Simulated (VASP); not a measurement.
# C in VASP: a series of runs, part 2 of 3

VASP 6.6.1. Earlier steps stand in the parts before.

## Step 3: Single point, PBE

File INCAR:

```
SYSTEM = C
PREC     = Accurate       ! precision mode
ENCUT    = 520            ! plane-wave cutoff, eV
EDIFF    = 1E-6           ! SCF threshold, eV
ISMEAR   = 0              ! smearing method
SIGMA    = 0.05           ! smearing width, eV
LREAL    = .False.        ! projectors in reciprocal space
LASPH    = .True.         ! aspherical terms in the spheres
NELM     = 80             ! most SCF steps
ALGO     = Normal         ! electronic algorithm
ISIF     = 2              ! what is computed and relaxed
LWAVE    = .False.        ! write WAVECAR
LCHARG   = .False.        ! write CHGCAR
GGA      = PE             ! functional
NBANDS   = 11             ! bands
```

File KPOINTS:

```
Automatic mesh
0
Gamma
  12 12 12
  0 0 0
```

File POSCAR:

```
C
1.0
    0.0000000000      1.7545907401      1.8483474972
    1.7545907401      0.0000000000      1.8483474972
    1.7545907401      1.7545907401      0.0000000000
C
2
Direct
    0.5000000000      0.5000000000      0.5000000000
    0.7500000000      0.7500000000      0.7500000000
```

Potentials or basis: VASP PAW PBE potentials, release 64 (C).

Launch:

```bash
> cat potpaw_PBE.64/C/POTCAR > POTCAR
> mpirun -np 1 vasp_std > vasp.out
```

OUTCAR:

```text
SYSTEM = C
   PREC = Accurate
   ENCUT = 520
   EDIFF = 1E-6
   ISMEAR = 0
   LREAL = .False.
   LASPH = .True.
   NELM = 80
   ISIF = 2
   GGA = PE

 ion  position               nearest neighbor table
   1  0.500  0.500  0.500-   2 1.55   2 1.55   2 1.55   2 1.55
   2  0.750  0.750  0.750-   1 1.55   1 1.55   1 1.55   1 1.55

  LATTYP: Found a body centered tetragonal cell.
 ALAT       =     2.4813660211
 C/A-ratio  =     1.4897822260

  Lattice vectors:

 A1 = (  -1.7545907401,   0.0000000000,   1.8483474972)
 A2 = (   1.7545907401,   0.0000000000,   1.8483474972)
 A3 = (   0.0000000000,   1.7545907401,  -1.8483474972)

Analysis of symmetry for initial positions (statically):
=====================================================================
 Subroutine PRICEL returns:
 Original cell was already a primitive cell.

 Routine SETGRP: Setting up the symmetry group for a
 body centered tetragonal supercell.

 Subroutine GETGRP returns: Found 16 space group operations
 (whereof  8 operations were pure point group operations)
 out of a pool of 16 trial point group operations.

The static configuration has the point symmetry D_2d.
 The point group associated with its full space group is D_4h.

Analysis of symmetry for dynamics (positions and initial velocities):
=====================================================================
 Subroutine PRICEL returns:
 Original cell was already a primitive cell.

 Routine SETGRP: Setting up the symmetry group for a
 body centered tetragonal supercell.

 Subroutine GETGRP returns: Found 16 space group operations
 (whereof  8 operations were pure point group operations)
 out of a pool of 16 trial point group operations.

The dynamic configuration has the point symmetry D_2d.
 The point group associated with its full space group is D_4h.

 Subroutine INISYM returns: Found 16 space group operations
 (whereof  8 operations are pure point group operations),
 and found     1 'primitive' translations

[... 115 lines left out ...]
  volume/ion in A,a.u.               =       5.69        38.40
  Fermi-wavevector in a.u.,A,eV,Ry     =   1.455626  2.750734 28.828655  2.118846
  Thomas-Fermi vector in A             =   2.572638
   LORBIT       =      0    0 simple, 1 ext, 2 COOP (PROOUT), +10 PAW based schemes
   GGA     = PE    functional components
   LHFCALC =     F    Hartree Fock is set to
   AEXX    =    0.0000 exact exchange contribution
   IVDW    =     0    specifies the selected vdW correction
   LEPSILON=     F    determine dielectric tensor
   LRPA    =     F    only Hartree local field effects (RPA)
 non-spin polarized calculation
 Gauss-broadening in eV      SIGMA  =   0.05
  energy-cutoff  :      520.00
  volume of cell :       11.38
 maximum number of plane-waves:       334
   NGX =  9   NGY =  9   NGZ =  9

 number of electron       8.0000001 magnetization

 Free energy of the ion-electron system (eV)
  ---------------------------------------------------
  ext. energy  EPLUGINS =         0.00000000
  ---------------------------------------------------
  free energy    TOTEN  =       -18.12416524 eV

  energy without entropy =      -18.12416524  energy(sigma->0) =      -18.12416524

 E-fermi :  10.1896     XC(G=0): -13.2384

 val. band max:        9.9636827211   @ k =   0.0000   0.0000   0.0000
 cond. band min:      13.4545264534   @ k =   0.3333   0.0000   0.3333
 fundamental gap:      3.4908437322
 Fermi energy:        10.1895523188

 k-point     1 :       0.0000    0.0000    0.0000
  band No.  band energies     occupation
      1     -11.7465      2.00000
      2       9.1346      2.00000
      3       9.9637      2.00000
      4       9.9637      2.00000
      5      15.0792      0.00000
      6      15.0792      0.00000
      7      15.7225      0.00000
      8      22.8885      0.00000
      9      28.9667      0.00000
     10      34.5334      0.00000
     11      35.4427      0.00000
[... 309 lines left out ...]
 k-point    24 :      -0.4167    0.1667    0.0000
  band No.  band energies     occupation
      1      -5.5112      2.00000
      2      -2.9218      2.00000
      3       3.6946      2.00000
      4       6.6324      2.00000
      5      17.8535      0.00000
      6      19.9732      0.00000
      7      20.3617      0.00000
      8      25.1862      0.00000
      9      29.4475      0.00000
     10      33.9441      0.00000
     11      34.0129      0.00000

 [... further k-points ...]
[... 5 lines left out ...]
  --------------------------------------------------------------------------------------
  -------------------------------------------------------------------------------------
  Total        1.2803034      1.2803034     -2.3272101      0.0000000     -0.0000000      0.0000000
  in kB      180.2429062    180.2429062   -327.6279077      0.0000000     -0.0000000      0.0000000
  external PRESSURE =      10.9526349 kB  Pullay stress =       0.0000000 kB

 VOLUME and BASIS-vectors are now :
 -----------------------------------------------------------------------------
  energy-cutoff  :      520.00
  volume of cell :       11.38
      direct lattice vectors                 reciprocal lattice vectors
     0.000000000  1.754590740  1.848347497    -0.284966738  0.284966738  0.270511904
     1.754590740  0.000000000  1.848347497     0.284966738 -0.284966738  0.270511904
     1.754590740  1.754590740  0.000000000     0.284966738  0.284966738 -0.270511904

 POSITION                                       TOTAL-FORCE (eV/Angst)
 -----------------------------------------------------------------------------------
      1.75459      1.75459      1.84835        -0.000000     -0.000000     -0.000000
      2.63189      2.63189      2.77252         0.000000      0.000000      0.000000
 -----------------------------------------------------------------------------------
    total drift:                                0.000000     -0.000000      0.000000

  FREE ENERGIE OF THE ION-ELECTRON SYSTEM (eV)
  ---------------------------------------------------
  free  energy   TOTEN  =       -18.1241652441 eV

  energy  without entropy=      -18.1241652441  energy(sigma->0) =      -18.12416524
```

Run time: 8.7 s. Hardware: 1 thread of Intel Xeon Platinum 8559C (Emerald Rapids), shared host; peak memory 0.12 GiB.

What came out:

```yaml
Free_energy: -18.1242 eV
Pressure: 1.1 GPa
Band_gap_on_the_k_mesh: 3.49 eV, indirect (least direct gap 5.12 eV)
```

Stress tensor (GPa, compression positive):
```
 18.02   0.00   0.00
  0.00  18.02   0.00
  0.00   0.00 -32.76
```

Caveat: the cell differs from its parent crystal (strain +e along x and -e along y +0.0000, strain +e along z and -e/2 along x and y +0.0350). A k mesh can miss the band edges.

## Step 4: Single point, PBE

File INCAR:

```
SYSTEM = C
ALGO = Normal
EDIFF = 1E-6
ENCUT = 520
GGA = PE
ISIF = 2
ISMEAR = 0
LASPH = .True.
LCHARG = .False.
LREAL = .False.
LWAVE = .False.
NBANDS = 11
NELM = 80
PREC = Accurate
SIGMA = 0.05
```

File KPOINTS:

```
k-points
0
Gamma
  12 12 12
  0 0 0
```

File POSCAR:

```
C
1.0
    0.0000000000      1.7702168663      1.8170952449
    1.7702168663      0.0000000000      1.8170952449
    1.7702168663      1.7702168663      0.0000000000
C
2
Direct
    0.5000000000      0.5000000000      0.5000000000
    0.7500000000      0.7500000000      0.7500000000
```

Potentials or basis: VASP PAW PBE potentials, release 64 (C).

Launch:

```bash
> cat potpaw_PBE.64/C/POTCAR > POTCAR
> mpirun -np 1 vasp_std > vasp.out
```

OUTCAR:

```text
SYSTEM = C
   EDIFF = 1E-6
   ENCUT = 520
   GGA = PE
   ISIF = 2
   ISMEAR = 0
   LASPH = .True.
   LREAL = .False.
   NELM = 80
   PREC = Accurate

 ion  position               nearest neighbor table
   1  0.500  0.500  0.500-   2 1.55   2 1.55   2 1.55   2 1.55
   2  0.750  0.750  0.750-   1 1.55   1 1.55   1 1.55   1 1.55

  LATTYP: Found a body centered tetragonal cell.
 ALAT       =     2.5034647007
 C/A-ratio  =     1.4516643629

  Lattice vectors:

 A1 = (  -1.7702168663,   0.0000000000,   1.8170952449)
 A2 = (   1.7702168663,   0.0000000000,   1.8170952449)
 A3 = (   0.0000000000,   1.7702168663,  -1.8170952449)

Analysis of symmetry for initial positions (statically):
=====================================================================
 Subroutine PRICEL returns:
 Original cell was already a primitive cell.

 Routine SETGRP: Setting up the symmetry group for a
 body centered tetragonal supercell.

 Subroutine GETGRP returns: Found 16 space group operations
 (whereof  8 operations were pure point group operations)
 out of a pool of 16 trial point group operations.

The static configuration has the point symmetry D_2d.
 The point group associated with its full space group is D_4h.

Analysis of symmetry for dynamics (positions and initial velocities):
=====================================================================
 Subroutine PRICEL returns:
 Original cell was already a primitive cell.

 Routine SETGRP: Setting up the symmetry group for a
 body centered tetragonal supercell.

 Subroutine GETGRP returns: Found 16 space group operations
 (whereof  8 operations were pure point group operations)
 out of a pool of 16 trial point group operations.

The dynamic configuration has the point symmetry D_2d.
 The point group associated with its full space group is D_4h.

 Subroutine INISYM returns: Found 16 space group operations
 (whereof  8 operations are pure point group operations),
 and found     1 'primitive' translations

----------------------------------------------------------------------------------------

                                     Primitive cell

  volume of cell :      11.3883

  direct lattice vectors                    reciprocal lattice vectors
     0.000000000  1.770216866  1.817095245    -0.282451269  0.282451269  0.275164442
     1.770216866  0.000000000  1.817095245     0.282451269 -0.282451269  0.275164442
     1.770216866  1.770216866  0.000000000     0.282451269  0.282451269 -0.275164442

  length of vectors
     2.536829297  2.536829297  2.503464701     0.485049388  0.485049388  0.485049388

  position of ions in fractional coordinates (direct lattice)
     0.500000000  0.500000000  0.500000000
     0.750000000  0.750000000  0.750000000

  ion indices of the primitive-cell ions
   primitive index   ion index
                 1           1
                 2           2

----------------------------------------------------------------------------------------

 KPOINTS: k-points

Automatic generation of k-mesh.
 Grid dimensions read from file:
 generate k-points for:   12   12   12

 Generating k-lattice:

  Cartesian coordinates                     Fractional coordinates (reciprocal lattice)
    -0.023537606  0.023537606  0.022930370     0.083333333  0.000000000  0.000000000
     0.023537606 -0.023537606  0.022930370     0.000000000  0.083333333  0.000000000
     0.023537606  0.023537606 -0.022930370    -0.000000000 -0.000000000  0.083333333

  Length of vectors
     0.040420782  0.040420782  0.040420782

  Shift w.r.t. Gamma in fractional coordinates (k-lattice)
     0.000000000  0.000000000  0.000000000

 Subroutine IBZKPT returns following result:
 ===========================================

 Found    163 irreducible k-points:

 Following reciprocal coordinates:
            Coordinates               Weight
  0.000000  0.000000  0.000000      1.000000
  0.083333 -0.000000  0.000000      8.000000
  0.166667 -0.000000  0.000000      8.000000
  0.250000  0.000000  0.000000      8.000000
  0.333333  0.000000  0.000000      8.000000
  0.416667  0.000000  0.000000      8.000000
[... 16 lines left out ...]
  0.500000  0.166667  0.000000      8.000000
 -0.416667  0.166667  0.000000      8.000000
 [... further k-points ...]
   k-points           NKPTS =    163   k-points in BZ     NKDIM =    163   number of bands    NBANDS=     11
   number of dos      NEDOS =    301   number of ions     NIONS =      2
   total plane-waves  NPLWV =   8000
   dimension x,y,z NGX =    20 NGY =   20 NGZ =   20
   dimension x,y,z NGXF=    40 NGYF=   40 NGZF=   40
   ions per type =               2
   NGX,Y,Z   is equivalent  to a cutoff of  13.11, 13.11, 13.28 a.u.
   NGXF,Y,Z  is equivalent  to a cutoff of  26.21, 26.21, 26.56 a.u.
 SYSTEM =  C
   PREC   = accura    normal or accurate (medium, high low for compatibility)
   ISTART =      0    job   : 0-new  1-cont  2-samecut
   ICHARG =      2    charge: 1-file 2-atom 10-const
   ISPIN  =      1    spin polarized calculation?
   LNONCOLLINEAR =      F non collinear calculations
   LSORBIT =      F    spin-orbit coupling
   LASPH  =      T    aspherical Exc in radial PAW
   ENCUT  =  520.0 eV  38.22 Ry    6.18 a.u.   4.72  4.72  4.65*2*pi/ulx,y,z
   NELM   =     80;   NELMIN=  2; NELMDL= -5     # of ELM steps
   EDIFF  = 0.1E-05   stopping-criterion for ELM
   LREAL  =      F    real-space projection
   EDIFFG = 0.1E-04   stopping-criterion for IOM
   NSW    =      0    number of steps for IOM
   IBRION =     -1    ionic relax: 0-MD 1-quasi-New 2-CG
   NFREE  =      0    steps in history (QN), initial steepest desc. (CG)
   ISIF   =      2    stress and relaxation
   ISYM   =      2    0-nonsym 1-usesym 2-fastsym
   POTIM  = 0.5000    time-step for ionic-motion
   TEBEG  =    0.0;   TEEND  =   0.0 temperature during run
   PSTRESS=    0.0 pullay stress
   NELECT =       8.0000    total number of electrons
   NUPDOWN=      -1.0000    fix difference up-down
   EMIN   =  10.00;   EMAX   =-10.00  energy-range for DOS
   EFERMI =   0.00;   METHOD = LEGACY
   ISMEAR =     0;   SIGMA  =   0.05  broadening in eV -4-tet -1-fermi 0-gaus
   EFERMI_NEDOS =   21; number of points for ismear=-14 and -15
   IALGO  =     38    algorithm
   IMIX   =      4    mixing-type and parameters
     AMIX     =   0.40;   BMIX     =  1.00
     AMIX_MAG =   1.60;   BMIX_MAG =  1.00
  volume/ion in A,a.u.               =       5.69        38.43
  Fermi-wavevector in a.u.,A,eV,Ry     =   1.455296  2.750110 28.815587  2.117886
  Thomas-Fermi vector in A             =   2.572347
   LORBIT       =      0    0 simple, 1 ext, 2 COOP (PROOUT), +10 PAW based schemes
   GGA     = PE    functional components
   LHFCALC =     F    Hartree Fock is set to
   AEXX    =    0.0000 exact exchange contribution
   IVDW    =     0    specifies the selected vdW correction
   LEPSILON=     F    determine dielectric tensor
   LRPA    =     F    only Hartree local field effects (RPA)
 non-spin polarized calculation
 Gauss-broadening in eV      SIGMA  =   0.05
  energy-cutoff  :      520.00
  volume of cell :       11.39
 maximum number of plane-waves:       318
   NGX =  9   NGY =  9   NGZ =  9

 number of electron       7.9999999 magnetization

 Free energy of the ion-electron system (eV)
  ---------------------------------------------------
  ext. energy  EPLUGINS =         0.00000000
  ---------------------------------------------------
  free energy    TOTEN  =       -18.17049899 eV

  energy without entropy =      -18.17049899  energy(sigma->0) =      -18.17049899

 E-fermi :  10.0712     XC(G=0): -13.2322

 val. band max:        9.8091501365   @ k =   0.0000   0.0000   0.0000
 cond. band min:      13.6231657521   @ k =   0.3333   0.0000   0.3333
 fundamental gap:      3.8140156156
 Fermi energy:        10.0711754225

 k-point     1 :       0.0000    0.0000    0.0000
  band No.  band energies     occupation
      1     -11.7503      2.00000
      2       9.4046      2.00000
      3       9.8091      2.00000
      4       9.8092      2.00000
      5      15.1521      0.00000
      6      15.1521      0.00000
      7      15.4753      0.00000
      8      22.9034      0.00000
      9      28.9248      0.00000
     10      35.3947      0.00000
     11      36.2564      0.00000
[... 309 lines left out ...]
 k-point    24 :      -0.4167    0.1667    0.0000
  band No.  band energies     occupation
      1      -5.5534      2.00000
      2      -2.8764      2.00000
      3       3.9482      2.00000
      4       6.3570      2.00000
      5      17.5368      0.00000
      6      19.9186      0.00000
      7      20.5758      0.00000
      8      25.1397      0.00000
      9      29.2335      0.00000
     10      33.8613      0.00000
     11      34.1050      0.00000

 [... further k-points ...]
[... 5 lines left out ...]
  --------------------------------------------------------------------------------------
  -------------------------------------------------------------------------------------
  Total        0.6418456      0.6418456     -1.1249493      0.0000000      0.0000000     -0.0000000
  in kB       90.2984964     90.2984964   -158.2642717      0.0000000      0.0000000     -0.0000000
  external PRESSURE =       7.4442404 kB  Pullay stress =       0.0000000 kB

 VOLUME and BASIS-vectors are now :
 -----------------------------------------------------------------------------
  energy-cutoff  :      520.00
  volume of cell :       11.39
      direct lattice vectors                 reciprocal lattice vectors
     0.000000000  1.770216866  1.817095245    -0.282451269  0.282451269  0.275164442
     1.770216866  0.000000000  1.817095245     0.282451269 -0.282451269  0.275164442
     1.770216866  1.770216866  0.000000000     0.282451269  0.282451269 -0.275164442

 POSITION                                       TOTAL-FORCE (eV/Angst)
 -----------------------------------------------------------------------------------
      1.77022      1.77022      1.81710         0.000000      0.000000      0.000000
      2.65533      2.65533      2.72564         0.000000      0.000000     -0.000000
 -----------------------------------------------------------------------------------
    total drift:                                0.000000     -0.000000      0.000000

  FREE ENERGIE OF THE ION-ELECTRON SYSTEM (eV)
  ---------------------------------------------------
  free  energy   TOTEN  =       -18.1704989858 eV

  energy  without entropy=      -18.1704989858  energy(sigma->0) =      -18.17049899
```

stdout:

```text
POSCAR found type information on POSCAR C
 POSCAR found :  1 types and       2 ions
 scaLAPACK will be used
 LDA part: xc-table for (Slater+PW92), standard interpolation
 POSCAR, INCAR and KPOINTS ok, starting setup
 FFT: planning ... GRIDC
 FFT: planning ... GRID_SOFT
 FFT: planning ... GRID
 WAVECAR not read
 entering main loop
```

Run time: 10 s. Hardware: 1 thread of Intel Xeon Platinum 8559C (Emerald Rapids), shared host; peak memory 0.12 GiB.

Results:

```yaml
Free_energy: -18.1705 eV
Pressure: 0.7 GPa
Band_gap_on_the_k_mesh: 3.81 eV, indirect (least direct gap 5.34 eV)
```

Stress tensor (GPa, compression positive):
```
  9.03   0.00   0.00
  0.00   9.03   0.00
  0.00   0.00 -15.83
```

Caveat: the cell differs from its parent crystal (strain +e along x and -e along y +0.0000, strain +e along z and -e/2 along x and y +0.0175). A k mesh can miss the band edges.

(Part 2 of 3 ends here.)
